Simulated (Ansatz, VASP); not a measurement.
**P: VASP beside Ansatz**

```xyz
2
Lattice="3.3240 0.0000 0.0000 -1.6620 2.8787 0.0000 0.0000 0.0000 28.0000" Properties=species:S:1:pos:R:3 pbc="T T T"
P     0.0000    1.9191   14.5335
P     1.6620    0.9596   13.4665
```

Alike in both runs: task single point; functional PBE; dispersion D3(BJ); k mesh 9 × 9 × 1; occupations gaussian, width 0.02 eV; no spin polarisation.

|  | VASP | Ansatz |
| --- | --- | --- |
| version | VASP 6.6.1 | Ansatz 0.2.0 |
| potentials or method | VASP PAW PBE potentials, release 64 (P), cutoff 520 eV | scalar-relativistic, plane waves, PAW |
| valence electrons in the cell | 10 | 10 |

Ansatz gave:

```
gap on the k mesh at the Fermi level (eV) : 0.84
least direct gap on the mesh (eV)         : 1.46
rms of the force components (eV/Å)        : 1.495
```

Problem. Which values does VASP return?

Solution. gap on the k mesh at the Fermi level (eV): 0.89; least direct gap on the mesh (eV): 1.51; rms of the force components (eV/Å): 1.445.

Atom by atom the forces differ by 0.049 eV/Å (rms over components).
